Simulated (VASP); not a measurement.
A run of VASP 6.6.1 is set up as follows.

INCAR

```
PREC     = Accurate       # precision mode
ENCUT    = 520            # plane-wave cutoff, eV
EDIFF    = 1E-6           # SCF threshold, eV
ISMEAR   = -1             # smearing method
SIGMA    = 0.05           # smearing width, eV
LREAL    = False          # projectors in reciprocal space
LASPH    = True           # aspherical terms in the spheres
NELM     = 80             # most SCF steps
ALGO     = Fast           # electronic algorithm
ISIF     = 2              # what is computed and relaxed
LWAVE    = False          # write WAVECAR
LCHARG   = False          # write CHGCAR
GGA      = RE             # functional
NBANDS   = 12             # bands
```

File KPOINTS:

```
Automatic mesh
0
Gamma
  11 11 11
```

File POSCAR:

```
Nb
1.0
    0.0000000000      2.1156631835      2.1156631835
    2.1156631835      0.0000000000      2.1156631835
    2.1156631835      2.1156631835      0.0000000000
Nb
1
Direct
    0.0000000000      0.0000000000      0.0000000000
```

Potentials or basis: VASP PAW PBE potentials, release 64 (Nb_sv).

Run with:

```console
$ cat potpaw_PBE.64/Nb_sv/POTCAR > POTCAR
$ mpirun -np 1 vasp_std > vasp.out
```

(1) Estimate the pressure.

Results:

(1) -0.4 GPa.

Caveat: the PAW data sets were made with another functional, which shifts forces and pressure a little.
